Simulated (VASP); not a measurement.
Here is a VASP 6.6.1 calculation.

INCAR

```
ALGO = Normal
EDIFF = 1E-7
ENCUT = 520
ISIF = 2
ISMEAR = -1
LASPH = T
LCHARG = F
LREAL = F
LWAVE = F
NBANDS = 18
NELM = 60
PREC = Accurate
SIGMA = 0.05
```

File KPOINTS:

```
k-points
0
Gamma
  11 11 6
```

File POSCAR:

```
La
1.0
    3.7248334934      0.0000000000      0.0000000000
   -1.8624167466      3.2258004301      0.0000000000
    0.0000000000      0.0000000000      6.0292605175
La
2
Direct
    0.3333333333      0.6666666667      0.2500000000
    0.6666666667      0.3333333333      0.7500000000
```

Potentials or basis: VASP PAW LDA potentials, release 64 (La).

Command:

```bash
$ cat potpaw_LDA.64/La/POTCAR > POTCAR
$ mpirun -np 1 vasp_std > vasp.out
```

(1) Predict the band gap on the k mesh.

(2) Predict the pressure.

Results:

(1) zero (bands 11 and 12 overlap by 1.41 eV).

(2) -2.7 GPa.

Caveat: spin-orbit coupling is left out, which moves the levels of the heavy elements.
